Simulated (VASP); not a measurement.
The system is Au.

```
Au
1.0
     3.98195    0.00000    0.00000
     0.00000    3.98195    0.00000
     0.00000    0.00000    3.98195
Au
3
Direct
  0.50000 0.00000 0.00000
  0.00000 0.50000 0.00000
  0.00000 0.00000 0.50000
```

The cell was built from a structure type or drawn by symmetry, and may not be a known phase.

Base run:

- Program: VASP 6.6.1
- Functional: PBE
- Potentials or basis: VASP PAW PBE potentials, release 64 (Au)
- Cutoff: 520 eV
- k mesh: 12 × 12 × 12
- Occupations: gaussian, width 0.1 eV
- Spin: no spin polarisation

Its results: band gap on the k mesh zero (an odd number of electrons rules out a gap without spin polarisation); pressure -0.2 GPa.

The run is repeated on the same cell with these changes: k mesh from 12 × 12 × 12 to 4 × 4 × 4. What comes out?

Band gap on the k mesh zero (an odd number of electrons rules out a gap without spin polarisation); pressure -0.7 GPa.

Caveats: some runs use coarse meshes; spin-orbit coupling is left out, which moves the levels of the heavy elements.
